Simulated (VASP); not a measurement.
# C4N (Pm-3m) in VASP: a series of runs, part 2 of 2

VASP 6.6.1.

## 4. Single point, PBE

This run uses another cell than the first one, of 7.59 Å³/atom.

The input, INCAR:

```
SYSTEM = C4N
PREC = Accurate ; ENCUT = 520
EDIFF = 1E-7 ; ISMEAR = 0
SIGMA = 0.1 ; LREAL = .False.
LASPH = .True. ; NELM = 60
ALGO = Normal ; ISIF = 2
LWAVE = .False. ; LCHARG = .True.
GGA = PE ; LELF = .True.
LVHAR = .True. ; NBANDS = 18
```

The input, KPOINTS:

```
regular mesh
0
Gamma
  6 6 6
  0 0 0
```

The input, POSCAR:

```
C4N
1.0
    3.3598671075      0.0000000000      0.0000000000
    0.0000000000      3.3598671075      0.0000000000
    0.0000000000      0.0000000000      3.3598671075
C N
4 1
Direct
    0.5000000000      0.0000000000      0.0000000000
    0.0000000000      0.5000000000      0.0000000000
    0.0000000000      0.0000000000      0.5000000000
    0.5000000000      0.5000000000      0.5000000000
    0.0000000000      0.0000000000      0.0000000000
```

Potentials or basis: VASP PAW PBE potentials, release 64 (C, N).

On the command line:

```bash
cat potpaw_PBE.64/C/POTCAR potpaw_PBE.64/N/POTCAR > POTCAR
mpirun -np 1 vasp_std > vasp.out
```

OUTCAR:

```text
SYSTEM = C4N
   PREC = Accurate
   ENCUT = 520
   EDIFF = 1E-7
   ISMEAR = 0
   LREAL = .False.
   LASPH = .True.
   NELM = 60
   ISIF = 2
   GGA = PE

 ion  position               nearest neighbor table
   1  0.500  0.000  0.000-   5 1.68   5 1.68
   2  0.000  0.500  0.000-   5 1.68   5 1.68
   3  0.000  0.000  0.500-   5 1.68   5 1.68
   4  0.500  0.500  0.500-
   5  0.000  0.000  0.000-   1 1.68   2 1.68   3 1.68   3 1.68   2 1.68   1 1.68

  LATTYP: Found a simple cubic cell.
 ALAT       =     3.3598671075

  Lattice vectors:

 A1 = (   3.3598671075,   0.0000000000,   0.0000000000)
 A2 = (   0.0000000000,   3.3598671075,   0.0000000000)
 A3 = (   0.0000000000,   0.0000000000,   3.3598671075)

Analysis of symmetry for initial positions (statically):
=====================================================================
 Subroutine PRICEL returns:
 Original cell was already a primitive cell.

 Routine SETGRP: Setting up the symmetry group for a
 simple cubic supercell.

 Subroutine GETGRP returns: Found 48 space group operations
[... 168 lines left out ...]

 val. band max:        6.6234655273   @ k =   0.5000   0.1667   0.1667
 cond. band min:       6.6706107898   @ k =   0.3333   0.0000   0.0000
 fundamental gap:      0.0471452625
 Fermi energy:         6.6681782967

 k-point     1 :       0.0000    0.0000    0.0000
  band No.  band energies     occupation
      1     -14.5230      2.00000
      2      -3.7502      2.00000
      3      -3.4276      2.00000
      4      -3.4276      2.00000
      5      -3.4276      2.00000
      6      -0.4718      2.00000
[... 397 lines left out ...]
      5      -2.0025      2.00000
      6      -0.2369      2.00000
[... 10 lines left out ...]
     17      11.3518      0.00000
     18      11.3518      0.00000

------------------------ aborting loop because EDIFF is reached ----------------------------------------

  FORCE on cell =-STRESS in cart. coord.  units (eV):
  Direction    XX          YY          ZZ          XY          YZ          ZX
  --------------------------------------------------------------------------------------
  -------------------------------------------------------------------------------------
  Total        0.0336243      0.0336243      0.0336243      0.0000000     -0.0000000      0.0000000
  in kB        1.4203555      1.4203555      1.4203555      0.0000000     -0.0000000      0.0000000
  external PRESSURE =       1.4203555 kB  Pullay stress =       0.0000000 kB

 VOLUME and BASIS-vectors are now :
 -----------------------------------------------------------------------------
  energy-cutoff  :      520.00
  volume of cell :       37.93
      direct lattice vectors                 reciprocal lattice vectors
     3.359867107  0.000000000  0.000000000     0.297630819  0.000000000  0.000000000
     0.000000000  3.359867107  0.000000000     0.000000000  0.297630819  0.000000000
     0.000000000  0.000000000  3.359867107     0.000000000  0.000000000  0.297630819

 POSITION                                       TOTAL-FORCE (eV/Angst)
 -----------------------------------------------------------------------------------
      1.67993      0.00000      0.00000         0.000000      0.000000      0.000000
      0.00000      1.67993      0.00000         0.000000      0.000000      0.000000
      0.00000      0.00000      1.67993         0.000000      0.000000      0.000000
      1.67993      1.67993      1.67993         0.000000      0.000000      0.000000
      0.00000      0.00000      0.00000         0.000000      0.000000      0.000000
 -----------------------------------------------------------------------------------
    total drift:                               -0.000000      0.000000     -0.000000

  FREE ENERGIE OF THE ION-ELECTRON SYSTEM (eV)
  ---------------------------------------------------
  free  energy   TOTEN  =       -23.9312840638 eV

  energy  without entropy=      -23.9230252779  energy(sigma->0) =      -23.92715467
```

stdout:

```text
POSCAR found type information on POSCAR C N
 POSCAR found :  2 types and       5 ions
 scaLAPACK will be used
 LDA part: xc-table for (Slater+PW92), standard interpolation
 POSCAR, INCAR and KPOINTS ok, starting setup
 FFT: planning ... GRIDC
 FFT: planning ... GRID_SOFT
 FFT: planning ... GRID
 WAVECAR not read
 entering main loop
```

Wall time 17 s (1 thread of Intel Xeon 8259CL, shared host); peak memory 0.15 GiB.

Results:

```
Free energy            : -23.9313 eV
Pressure               : 0.1 GPa
Band gap on the k mesh : zero (an odd number of electrons rules out a gap without spin polarisation)
```

Levels at points of the mesh, in eV from the Fermi level:
```tsv
k point	band 6	band 7	band 8	band 9	band 10	band 11	band 12	band 13	band 14	band 15
(0.00, 0.00, 0.00)	-7.14	-7.14	-1.58	-1.58	-1.58	-1.21	1.39	1.39	1.39	5.32
(0.50, 0.00, 0.00)	-7.09	-6.62	-2.78	-2.78	-0.42	1.25	1.25	1.84	1.92	3.50
(0.50, 0.50, 0.00)	-6.05	-2.30	-2.30	-1.39	-0.77	-0.77	0.12	2.13	2.13	2.35
(0.50, 0.50, 0.50)	-6.91	-6.91	-6.91	2.45	2.45	2.75	2.75	2.75	4.43	4.43
```

Caveat: an odd number of electrons without spin polarisation forces a metal; a magnetic or distorted state may lie lower.

## 5. Relaxation of cell and atoms, PBE

This run uses another cell than the first one, of 12.05 Å³/atom.

The input, INCAR:

```
  PREC = Accurate
  ENCUT = 600
  EDIFF = 1E-7
  ISMEAR = 0
  SIGMA = 0.1
  LREAL = False
  LASPH = True
  NELM = 100
  ALGO = Normal
  ISIF = 3
  LWAVE = False
  LCHARG = False
  GGA = PE
  IBRION = 2
  NSW = 90
  EDIFFG = -0.04
```

The input, KPOINTS:

```
Automatic mesh
0
Gamma
  4 4 4
```

Changes to POSCAR since step 4:

```diff
@@ -2,5 +2,5 @@
 1.0
-    3.3598671075      0.0000000000      0.0000000000
-    0.0000000000      3.3598671075      0.0000000000
-    0.0000000000      0.0000000000      3.3598671075
+    3.9204054600      0.0000000000      0.0000000000
+    0.0000000000      3.9204054600      0.0000000000
+    0.0000000000      0.0000000000      3.9204054600
 C N
```

On the command line:

```bash
cat potpaw_PBE.64/C/POTCAR potpaw_PBE.64/N/POTCAR > POTCAR
mpirun -np 1 vasp_std > vasp.out
```

Wall time 39 s (1 thread of Intel Xeon 8259CL, shared host); peak memory 0.17 GiB.

The run converged. Its results:

```
Free energy                           : -24.3841 eV
Relaxed volume                        : 7.40 Å³/atom
Relaxed cell                          : a = 3.332 Å, b = 3.332 Å, c = 3.332 Å, α = 90.00°, β = 90.00°, γ = 90.00°
Space group after relaxing (to 0.1 Å) : Pm-3m (No. 221)
Energy gained by relaxing             : 633.5 meV/atom
Ionic steps                           : 4
Pressure after relaxing               : -0.7 GPa
Band gap on the k mesh                : zero (an odd number of electrons rules out a gap without spin polarisation)
```

The path:
| step | energy change (eV) | largest force (eV/Å) | pressure (GPa) | volume (Å³) |
| --- | --- | --- | --- | --- |
| 1 | 0.0000 | 0.0000 | -27.65 | 60.25 |
| 2 | -2.6221 | 0.0000 | -20.78 | 43.88 |
| 3 | -3.1665 | 0.0000 | 1.29 | 36.59 |
| 4 | -3.1673 | 0.0000 | -0.67 | 36.99 |

Final structure:
```
CELL_PARAMETERS angstrom
3.33194 0.00000 0.00000
0.00000 3.33194 0.00000
0.00000 0.00000 3.33194
ATOMIC_POSITIONS crystal
C 0.50000 0.00000 0.00000
C 0.00000 0.50000 0.00000
C 0.00000 0.00000 0.50000
C 0.50000 0.50000 0.50000
N 0.00000 0.00000 0.00000
```

Levels at points of the mesh, in eV from the Fermi level:
```
           k point  band 8  band 9  band 10  band 11  band 12  band 13
(0.00, 0.00, 0.00)   -1.83   -1.83    -1.83    -1.20     1.27     1.27
(0.50, 0.00, 0.00)   -3.03   -3.03    -0.61     1.08     1.08     1.73
(0.50, 0.50, 0.00)   -2.57   -1.51    -0.98    -0.98    -0.02     1.94
(0.50, 0.50, 0.50)   -7.24    2.24     2.24     2.45     2.45     2.45
```

Caveat: the k points lie up to 0.47 Å⁻¹ apart in the final cell, too coarse for converged energies and pressures of a metal; the volume moved by over 15 % at a fixed basis, so the end points are rough; an odd number of electrons without spin polarisation forces a metal; a magnetic or distorted state may lie lower.

## 6. Overview

| task | cell | k mesh | cutoff (eV) | gap on the mesh (eV) | pressure (GPa) |
| --- | --- | --- | --- | --- | --- |
| single point | a = 3.329 Å, 5 atoms | 4 × 4 × 4 | 520 | none | -0.2 |
| single point | a = 3.920 Å, 5 atoms | 4 × 4 × 4 | 520 | none | -27.5 |
| single point | a = 3.360 Å, 5 atoms | 6 × 6 × 6 | 520 | none | 0.1 |
| relaxation of cell and atoms | relaxed from a = 3.920 Å, 5 atoms | 4 × 4 × 4 | 600 | none | -0.7 |

Alike in all rows: level PBE; potentials or basis VASP PAW PBE potentials, release 64 (C, N); no spin polarisation; smearing gaussian 0.1 eV.

Caveats: some runs use coarse meshes; an odd number of electrons without spin polarisation forces a metal; a magnetic or distorted state may lie lower; the volume moved by over 15 % at a fixed basis, so the end points are rough (at least some runs).

Total energies depend on the potentials used, so only differences within one code and one set of settings carry meaning.

The gap in the log of VASP goes by the Fermi energy; the results here count the filled bands.